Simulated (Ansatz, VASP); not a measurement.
PbS in VASP and in Ansatz

```
Pb S
1.0
     0.00000    2.96712    2.96712
     2.96712    0.00000    2.96712
     2.96712    2.96712    0.00000
Pb S
1 1
Direct
  0.00000 0.00000 0.00000
  0.50000 0.50000 0.50000
```

Alike in both runs: functional PBE; dispersion D3(BJ); k mesh 6 × 6 × 6; no spin polarisation.

Ansatz relaxed the structure, and its values are those at the end. VASP's run is a single point on that final structure, the one shown.

|  | VASP | Ansatz |
| --- | --- | --- |
| version | VASP 6.6.1 | Ansatz 0.2.0 |
| potentials or method | VASP PAW PBE potentials, release 64 (Pb_d, S) | plane waves, PAW |
| plane-wave cutoff (eV) | 500 | 420 |
| occupations | gaussian, width 0.01 eV | fixed |
| valence electrons in the cell | 20 | 20 |

VASP gave:

| Quantity | Value |
| --- | --- |
| pressure (GPa) | -0.1 |

Question: What did Ansatz give for the same quantities?

Answer: Pressure (GPa): 0.0.

Ansatz's warnings: relaxed geometry near dispersion switch.

Neither program's run includes spin-orbit coupling.
